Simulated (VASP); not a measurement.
# HfN (I-4m2) in VASP: further runs

HfN is run at these levels: r2SCAN; tasks: single point.

All numbers are computed with VASP 6.6.1; they aren't measurements. Logs are shortened: lines on timing, memory, paths and dates and some standing lists are left out, and cuts for length are marked.

## 1. The cell of the first run

It takes space group I-4m2 (No. 119, tetragonal). The conventional cell has a = 3.472 Å, b = 3.472 Å, c = 4.173 Å, α = 90.00°, β = 90.00°, γ = 90.00°. Hf (site symmetry -4m2) has 4 N at 2.03 Å within 2.7 Å. N (site symmetry -4m2) has 4 Hf at 2.03 Å within 2.7 Å.

## 2. Single point, r2SCAN (strain -0.1500 x Voigt [0, 0, 1, 0, 0, 0])

Input file POSCAR:

```
HfN
1.0
    0.0000000000      2.4548220000      2.0865987000
    2.4548220000      0.0000000000      2.0865987000
    2.4548220000      2.4548220000      0.0000000000
Hf N
1 1
Direct
    0.0000000000      0.0000000000      0.0000000000
    0.7500000000      0.7500000000      0.7500000000
```

Input file INCAR.step1:

```
PREC = Accurate
ENCUT = 520
ISMEAR = 0
SIGMA = 0.15
LREAL = F
LASPH = T
NELM = 80
NBANDS = 14
GGA = PE
ALGO = Normal
EDIFF = 1E-4
LWAVE = T
LCHARG = F
```

Input file INCAR.step2:

```
PREC = Accurate
ENCUT = 520
EDIFF = 1E-6
ISMEAR = 0
SIGMA = 0.15
LREAL = F
LASPH = T
NELM = 80
ALGO = Normal
ISIF = 2
LWAVE = F
LCHARG = F
METAGGA = R2SCAN
LMIXTAU = T
NBANDS = 14
ISTART = 1
```

Input file KPOINTS:

```
Automatic mesh
0
Gamma
  16 16 16
```

Potentials or basis: VASP PAW PBE potentials, release 64 (Hf_pv, N).

Run with:

```bash
$ cat potpaw_PBE.64/Hf_pv/POTCAR potpaw_PBE.64/N/POTCAR > POTCAR
$ cp INCAR.step1 INCAR
$ mpirun -np 1 vasp_std > vasp.out
$ cp INCAR.step2 INCAR
$ mpirun -np 1 vasp_std > vasp.out
```

OUTCAR:

```text
PREC = Accurate
   ENCUT = 520
   EDIFF = 1E-6
   ISMEAR = 0
   LREAL = F
   LASPH = T
   NELM = 80
   ISIF = 2
   METAGGA = R2SCAN
   ISTART = 1

 ion  position               nearest neighbor table
   1  0.000  0.000  0.000-   2 2.03   2 2.03   2 2.03   2 2.03
   2  0.750  0.750  0.750-   1 2.03   1 2.03   1 2.03   1 2.03

  LATTYP: Found a body centered tetragonal cell.
 ALAT       =     3.4716425656
 C/A-ratio  =     1.2020815280

  Lattice vectors:

 A1 = (   0.0000000000,  -2.4548220000,  -2.0865987000)
 A2 = (   0.0000000000,   2.4548220000,  -2.0865987000)
 A3 = (   2.4548220000,   0.0000000000,   2.0865987000)

Analysis of symmetry for initial positions (statically):
=====================================================================
 Subroutine PRICEL returns:
 Original cell was already a primitive cell.

 Routine SETGRP: Setting up the symmetry group for a
 body centered tetragonal supercell.

 Subroutine GETGRP returns: Found  8 space group operations
 (whereof  8 operations were pure point group operations)
 out of a pool of 16 trial point group operations.

The static configuration has the point symmetry D_2d.

Analysis of symmetry for dynamics (positions and initial velocities):
=====================================================================
 Subroutine PRICEL returns:
 Original cell was already a primitive cell.

 Routine SETGRP: Setting up the symmetry group for a
 body centered tetragonal supercell.

 Subroutine GETGRP returns: Found  8 space group operations
 (whereof  8 operations were pure point group operations)
 out of a pool of 16 trial point group operations.

The dynamic configuration has the point symmetry D_2d.

 Subroutine INISYM returns: Found  8 space group operations
 (whereof  8 operations are pure point group operations),
 and found     1 'primitive' translations

----------------------------------------------------------------------------------------

                                     Primitive cell

  volume of cell :      25.1483

  direct lattice vectors                    reciprocal lattice vectors
     0.000000000  2.454822000  2.086598700    -0.203680756  0.203680756  0.239624418
     2.454822000  0.000000000  2.086598700     0.203680756 -0.203680756  0.239624418
     2.454822000  2.454822000  0.000000000     0.203680756  0.203680756 -0.239624418

  length of vectors
     3.221807751  3.221807751  3.471642566     0.374688621  0.374688621  0.374688621

  position of ions in fractional coordinates (direct lattice)
     0.000000000  0.000000000  0.000000000
     0.750000000  0.750000000  0.750000000

  ion indices of the primitive-cell ions
   primitive index   ion index
                 1           1
                 2           2

----------------------------------------------------------------------------------------

 KPOINTS: Automatic mesh

Automatic generation of k-mesh.
 Grid dimensions read from file:
 generate k-points for:   16   16   16

 Generating k-lattice:

  Cartesian coordinates                     Fractional coordinates (reciprocal lattice)
    -0.012730047  0.012730047  0.014976526     0.062500000  0.000000000  0.000000000
     0.012730047 -0.012730047  0.014976526     0.000000000  0.062500000  0.000000000
     0.012730047  0.012730047 -0.014976526    -0.000000000 -0.000000000  0.062500000

  Length of vectors
     0.023418039  0.023418039  0.023418039

  Shift w.r.t. Gamma in fractional coordinates (k-lattice)
     0.000000000  0.000000000  0.000000000

 Subroutine IBZKPT returns following result:
 ===========================================

 Found    349 irreducible k-points:

 Following reciprocal coordinates:
            Coordinates               Weight
  0.000000  0.000000  0.000000      1.000000
  0.062500  0.000000  0.000000      8.000000
  0.125000  0.000000  0.000000      8.000000
  0.187500  0.000000  0.000000      8.000000
  0.250000  0.000000  0.000000      8.000000
  0.312500 -0.000000  0.000000      8.000000
[... 16 lines left out ...]
 -0.125000  0.062500  0.000000      8.000000
 -0.062500  0.062500  0.000000      4.000000
 [... further k-points ...]
   k-points           NKPTS =    349   k-points in BZ     NKDIM =    349   number of bands    NBANDS=     14
   number of dos      NEDOS =    301   number of ions     NIONS =      2
   total plane-waves  NPLWV =  16128
   dimension x,y,z NGX =    24 NGY =   24 NGZ =   28
   dimension x,y,z NGXF=    48 NGYF=   48 NGZF=   56
   ions per type =               1   1
   NGX,Y,Z   is equivalent  to a cutoff of  12.38, 12.38, 13.41 a.u.
   NGXF,Y,Z  is equivalent  to a cutoff of  24.77, 24.77, 26.82 a.u.
 SYSTEM =  unknown system
   PREC   = accura    normal or accurate (medium, high low for compatibility)
   ISTART =      1    job   : 0-new  1-cont  2-samecut
   ICHARG =      0    charge: 1-file 2-atom 10-const
   ISPIN  =      1    spin polarized calculation?
   LNONCOLLINEAR =      F non collinear calculations
   LSORBIT =      F    spin-orbit coupling
   LASPH  =      T    aspherical Exc in radial PAW
   ENCUT  =  520.0 eV  38.22 Ry    6.18 a.u.   5.99  5.99  6.45*2*pi/ulx,y,z
   NELM   =     80;   NELMIN=  2; NELMDL=  0     # of ELM steps
   EDIFF  = 0.1E-05   stopping-criterion for ELM
   LREAL  =      F    real-space projection
   EDIFFG = 0.1E-04   stopping-criterion for IOM
   NSW    =      0    number of steps for IOM
   IBRION =     -1    ionic relax: 0-MD 1-quasi-New 2-CG
   NFREE  =      0    steps in history (QN), initial steepest desc. (CG)
   ISIF   =      2    stress and relaxation
   ISYM   =      2    0-nonsym 1-usesym 2-fastsym
   POTIM  = 0.5000    time-step for ionic-motion
   TEBEG  =    0.0;   TEEND  =   0.0 temperature during run
   PSTRESS=    0.0 pullay stress
   NELECT =      15.0000    total number of electrons
   NUPDOWN=      -1.0000    fix difference up-down
   EMIN   =  10.00;   EMAX   =-10.00  energy-range for DOS
   EFERMI =   0.00;   METHOD = LEGACY
   ISMEAR =     0;   SIGMA  =   0.15  broadening in eV -4-tet -1-fermi 0-gaus
   EFERMI_NEDOS =   21; number of points for ismear=-14 and -15
   IALGO  =     38    algorithm
   IMIX   =      4    mixing-type and parameters
     AMIX     =   0.40;   BMIX     =  1.00
     AMIX_MAG =   1.60;   BMIX_MAG =  1.00
  volume/ion in A,a.u.               =      12.57        84.85
  Fermi-wavevector in a.u.,A,eV,Ry     =   1.378063  2.604161 25.838232  1.899056
  Thomas-Fermi vector in A             =   2.503159
   LORBIT       =      0    0 simple, 1 ext, 2 COOP (PROOUT), +10 PAW based schemes
   METAGGA = R2SCAN    functional components
   LHFCALC =     F    Hartree Fock is set to
   AEXX    =    0.0000 exact exchange contribution
   IVDW    =     0    specifies the selected vdW correction
   LEPSILON=     F    determine dielectric tensor
   LRPA    =     F    only Hartree local field effects (RPA)
 non-spin polarized calculation
 Gauss-broadening in eV      SIGMA  =   0.15
  energy-cutoff  :      520.00
  volume of cell :       25.15
 maximum number of plane-waves:       716
   NGX = 11   NGY = 11   NGZ = 13

 number of electron      15.0000000 magnetization

 Free energy of the ion-electron system (eV)
  ---------------------------------------------------
  ext. energy  EPLUGINS =         0.00000000
  ---------------------------------------------------
  free energy    TOTEN  =       -57.11554247 eV

  energy without entropy =      -57.10927626  energy(sigma->0) =      -57.11240937

 E-fermi :   7.2874     XC(G=0): -12.8367

 val. band max:        7.2852715015   @ k =   0.4375   0.3125   0.0625
 cond. band min:       7.3021439368   @ k =  -0.3750   0.0000   0.2500
 fundamental gap:      0.0168724353
 Fermi energy:         7.2874268726

 k-point     1 :       0.0000    0.0000    0.0000
  band No.  band energies     occupation
      1     -24.6922      2.00000
      2     -24.6688      2.00000
      3     -24.6688      2.00000
      4     -10.9299      2.00000
      5       0.5862      2.00000
      6       0.5862      2.00000
      7       0.9752      2.00000
      8       6.8437      1.99997
      9       8.6681      0.00000
     10      10.9765      0.00000
     11      13.9489      0.00000
     12      13.9489      0.00000
     13      16.9247      0.00000
     14      19.0841      0.00000

 k-point     2 :       0.0625    0.0000    0.0000
  band No.  band energies     occupation
      1     -24.7207      2.00000
      2     -24.6802      2.00000
      3     -24.6762      2.00000
      4     -10.8605      2.00000
      5       0.5249      2.00000
      6       0.6130      2.00000
      7       0.9770      2.00000
      8       7.0767      1.95301
      9       8.6281      0.00000
     10      10.8400      0.00000
     11      14.0276      0.00000
     12      14.1152      0.00000
     13      16.8344      0.00000
     14      19.0841      0.00000

 k-point     3 :       0.1250    0.0000    0.0000
  band No.  band energies     occupation
      1     -24.8246      2.00000
      2     -24.6971      2.00000
      3     -24.6881      2.00000
      4     -10.6675      2.00000
      5       0.3314      2.00000
      6       0.6836      2.00000
      7       1.0613      2.00000
      8       7.6674      0.00034
      9       8.5629      0.00000
     10      10.5607      0.00000
     11      14.0871      0.00000
     12      14.5334      0.00000
     13      16.6597      0.00000
     14      19.0840      0.00000
[... 324 lines left out ...]
 k-point    23 :      -0.1250    0.0625    0.0000
  band No.  band energies     occupation
      1     -24.8590      2.00000
      2     -24.7296      2.00000
      3     -24.7020      2.00000
      4     -10.5341      2.00000
      5       0.2499      2.00000
      6       0.7218      2.00000
      7       1.2492      2.00000
      8       7.9457      0.00000
      9       8.2744      0.00000
     10      10.2010      0.00000
     11      13.9390      0.00000
     12      14.9278      0.00000
     13      16.6744      0.00000
     14      19.0840      0.00000

 k-point    24 :      -0.0625    0.0625    0.0000
  band No.  band energies     occupation
      1     -24.7489      2.00000
      2     -24.7131      2.00000
      3     -24.6821      2.00000
      4     -10.7532      2.00000
      5       0.3979      2.00000
      6       0.6450      2.00000
      7       1.1254      2.00000
      8       7.3555      0.52107
      9       8.4318      0.00000
     10      10.5363      0.00000
     11      14.0655      0.00000
     12      14.4418      0.00000
     13      16.7820      0.00000
     14      19.0840      0.00000

 [... further k-points ...]

------------------------ aborting loop because EDIFF is reached ----------------------------------------

  FORCE on cell =-STRESS in cart. coord.  units (eV):
  Direction    XX          YY          ZZ          XY          YZ          ZX
  --------------------------------------------------------------------------------------
  -------------------------------------------------------------------------------------
  Total        5.0599695      5.0599695      7.5181583      0.0000000     -0.0000000      0.0000000
  in kB      322.3662282    322.3662282    478.9752853      0.0000000     -0.0000000      0.0000000
  external PRESSURE =     374.5692472 kB  Pullay stress =       0.0000000 kB

 VOLUME and BASIS-vectors are now :
 -----------------------------------------------------------------------------
  energy-cutoff  :      520.00
  volume of cell :       25.15
      direct lattice vectors                 reciprocal lattice vectors
     0.000000000  2.454822000  2.086598700    -0.203680756  0.203680756  0.239624418
     2.454822000  0.000000000  2.086598700     0.203680756 -0.203680756  0.239624418
     2.454822000  2.454822000  0.000000000     0.203680756  0.203680756 -0.239624418

 POSITION                                       TOTAL-FORCE (eV/Angst)
 -----------------------------------------------------------------------------------
      0.00000      0.00000      0.00000        -0.000000     -0.000000      0.000000
      3.68223      3.68223      3.12990         0.000000      0.000000     -0.000000
 -----------------------------------------------------------------------------------
    total drift:                                0.000015      0.000015      0.000011

  FREE ENERGIE OF THE ION-ELECTRON SYSTEM (eV)
  ---------------------------------------------------
  free  energy   TOTEN  =       -57.1155424702 eV

  energy  without entropy=      -57.1092762613  energy(sigma->0) =      -57.11240937
```

Wall time 3.7 min (1 thread of AMD EPYC 9R45 (Zen 5), shared host); peak memory 0.23 GiB.

Results:

* Free energy: -57.1155 eV
* Pressure: 37.5 GPa
* Band gap on the k mesh: zero (an odd number of electrons rules out a gap without spin polarisation)

Stress tensor (GPa, compression positive):
```
32.24  0.00  0.00
 0.00 32.24  0.00
 0.00  0.00 47.90
```

Caveat: the cell differs from its parent crystal (strain -0.1500 x Voigt [0, 0, 1, 0, 0, 0]); the cell stands under pressure; the PAW data sets were made with another functional, which shifts forces and pressure a little; spin-orbit coupling is left out, which moves the levels of the heavy elements.

## 3. Single point, r2SCAN (strain -0.1125 x Voigt [0, 0, 1, 0, 0, 0])

Input file POSCAR:

```
HfN
1.0
    0.0000000000      2.4548220000      2.1786545250
    2.4548220000      0.0000000000      2.1786545250
    2.4548220000      2.4548220000      0.0000000000
Hf N
1 1
Direct
    0.0000000000      0.0000000000      0.0000000000
    0.7500000000      0.7500000000      0.7500000000
```

Input file INCAR.step1:

```
PREC     = Accurate       # precision mode
ENCUT    = 520            # plane-wave cutoff, eV
ISMEAR   = 0              # smearing method
SIGMA    = 0.15           # smearing width, eV
LREAL    = F              # projectors in reciprocal space
LASPH    = T              # aspherical terms in the spheres
NELM     = 60             # most SCF steps
NBANDS   = 14             # bands
GGA      = PE             # functional
ALGO     = Normal         # electronic algorithm
EDIFF    = 1E-4           # SCF threshold, eV
LWAVE    = T              # write WAVECAR
LCHARG   = F              # write CHGCAR
```

Input file INCAR.step2:

```
PREC     = Accurate       # precision mode
ENCUT    = 520            # plane-wave cutoff, eV
EDIFF    = 1E-6           # SCF threshold, eV
ISMEAR   = 0              # smearing method
SIGMA    = 0.15           # smearing width, eV
LREAL    = F              # projectors in reciprocal space
LASPH    = T              # aspherical terms in the spheres
NELM     = 60             # most SCF steps
ALGO     = Normal         # electronic algorithm
ISIF     = 2              # what is computed and relaxed
LWAVE    = F              # write WAVECAR
LCHARG   = F              # write CHGCAR
METAGGA  = R2SCAN         # meta-GGA
LMIXTAU  = T            
NBANDS   = 14             # bands
ISTART   = 1
```

Input file KPOINTS:

```
regular mesh
0
Gamma
  16 16 16
```

Potentials or basis: VASP PAW PBE potentials, release 64 (Hf_pv, N).

Run with:

```bash
$ cat potpaw_PBE.64/Hf_pv/POTCAR potpaw_PBE.64/N/POTCAR > POTCAR
$ cp INCAR.step1 INCAR
$ mpirun -np 1 vasp_std > vasp.out
$ cp INCAR.step2 INCAR
$ mpirun -np 1 vasp_std > vasp.out
```

It took 3.5 min on 1 thread of AMD EPYC 9R45 (Zen 5), shared host; peak memory 0.23 GiB.

The run converged. Its results:

| Property | Result |
| --- | --- |
| Free energy | -57.4017 eV |
| Pressure | 24.8 GPa |
| Band gap on the k mesh | zero (an odd number of electrons rules out a gap without spin polarisation) |

Stress tensor (GPa, compression positive):
```
19.99  0.00  0.00
 0.00 19.99  0.00
 0.00  0.00 34.32
```

Levels at points of the mesh, in eV from the Fermi level:
```
           k point  band 5  band 6  band 7  band 8  band 9  band 10  band 11  band 12
(0.00, 0.00, 0.00)   -6.49   -6.49   -6.18   -0.49    1.74     3.42     6.80     6.80
(0.50, 0.00, 0.00)   -6.43   -6.04   -5.40    1.65    3.34     3.37     4.67     6.21
(0.50, 0.50, 0.00)   -7.80   -4.34   -4.34   -0.74    2.90     4.88     5.41     5.41
(0.50, 0.00, 0.50)   -8.03   -4.29   -3.87   -1.65    2.15     5.26     5.46     5.50
```

Caveat: the cell differs from its parent crystal (strain -0.1125 x Voigt [0, 0, 1, 0, 0, 0]); the cell stands under pressure; the PAW data sets were made with another functional, which shifts forces and pressure a little; spin-orbit coupling is left out, which moves the levels of the heavy elements.

## 4. Single point, r2SCAN (strain -0.0750 x Voigt [0, 0, 1, 0, 0, 0])

Input file POSCAR:

```
HfN
1.0
    0.0000000000      2.4548220000      2.2707103500
    2.4548220000      0.0000000000      2.2707103500
    2.4548220000      2.4548220000      0.0000000000
Hf N
1 1
Direct
    0.0000000000      0.0000000000      0.0000000000
    0.7500000000      0.7500000000      0.7500000000
```

Input file INCAR.step1:

```
ALGO     = Normal         # electronic algorithm
EDIFF    = 1E-4           # SCF threshold, eV
ENCUT    = 520            # plane-wave cutoff, eV
GGA      = PE             # functional
ISMEAR   = 0              # smearing method
LASPH    = True           # aspherical terms in the spheres
LCHARG   = False          # write CHGCAR
LREAL    = False          # projectors in reciprocal space
LWAVE    = True           # write WAVECAR
NBANDS   = 14             # bands
NELM     = 60             # most SCF steps
PREC     = Accurate       # precision mode
SIGMA    = 0.15           # smearing width, eV
```

Input file INCAR.step2:

```
ALGO     = Normal         # electronic algorithm
EDIFF    = 1E-6           # SCF threshold, eV
ENCUT    = 520            # plane-wave cutoff, eV
ISIF     = 2              # what is computed and relaxed
ISMEAR   = 0              # smearing method
ISTART   = 1            
LASPH    = True           # aspherical terms in the spheres
LCHARG   = False          # write CHGCAR
LMIXTAU  = True         
LREAL    = False          # projectors in reciprocal space
LWAVE    = False          # write WAVECAR
METAGGA  = R2SCAN         # meta-GGA
NBANDS   = 14             # bands
NELM     = 60             # most SCF steps
PREC     = Accurate       # precision mode
SIGMA    = 0.15           # smearing width, eV
```

Input file KPOINTS:

```
k-points
0
Gamma
  16 16 16
```

Run with:

```bash
$ cat potpaw_PBE.64/Hf_pv/POTCAR potpaw_PBE.64/N/POTCAR > POTCAR
$ cp INCAR.step1 INCAR
$ mpirun -np 1 vasp_std > vasp.out
$ cp INCAR.step2 INCAR
$ mpirun -np 1 vasp_std > vasp.out
```

Wall time 4.7 min (1 thread of AMD EPYC 9R45 (Zen 5), shared host); peak memory 0.25 GiB.

Results (log left out):

```
Free energy            : -57.5941 eV
Pressure               : 13.8 GPa
Band gap on the k mesh : zero (an odd number of electrons rules out a gap without spin polarisation)
```

Stress tensor (GPa, compression positive):
```
10.23  0.00  0.00
 0.00 10.23  0.00
 0.00  0.00 21.00
```

Levels at points of the mesh, in eV from the Fermi level:
```tsv
k point	band 6	band 7	band 8	band 9	band 10	band 11
(0.00, 0.00, 0.00)	-6.27	-6.05	-0.55	2.04	3.12	6.89
(0.50, 0.00, 0.00)	-5.74	-5.32	1.63	3.22	3.24	4.73
(0.50, 0.50, 0.00)	-4.21	-4.21	-0.96	2.79	4.69	5.25
(0.50, 0.00, 0.50)	-4.14	-3.88	-1.52	2.37	4.90	5.22
```

Caveat: the cell differs from its parent crystal (strain -0.0750 x Voigt [0, 0, 1, 0, 0, 0]); the cell stands under pressure; the PAW data sets were made with another functional, which shifts forces and pressure a little; spin-orbit coupling is left out, which moves the levels of the heavy elements.

(Part 1 of 2 ends here.)
